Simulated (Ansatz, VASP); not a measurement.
## Mg: VASP beside Ansatz

```
CELL_PARAMETERS angstrom
-1.49593 1.49593 1.49593
1.49593 -1.49593 1.49593
1.49593 1.49593 -1.49593
ATOMIC_POSITIONS crystal
Mg 0.00000 0.00000 0.00000
```

Change from the starting cell: volume scaled by 1.04.

Alike in both runs: task single point; functional LDA; k mesh 19 × 19 × 19; occupations fermi-dirac, width 0.03 eV; no spin polarisation.

|  | VASP | Ansatz |
| --- | --- | --- |
| version | VASP 6.6.1 | Ansatz 0.2.0 |
| potentials or method | VASP PAW LDA potentials, release 64 (Mg), cutoff 520 eV | all-electron LAPW, scalar-relativistic |

Ansatz gave:

- pressure (GPa): 47.6

Question: What did VASP give for the same quantities?

Answer: Pressure (GPa): 47.8.

LDA's correlation is that of Perdew and Zunger in VASP and of Perdew and Wang (1992) in Ansatz. Both programs put the cell under a high pressure, so it lies far from rest at this level. Ansatz ran all-electron here, and VASP with PAW potentials.
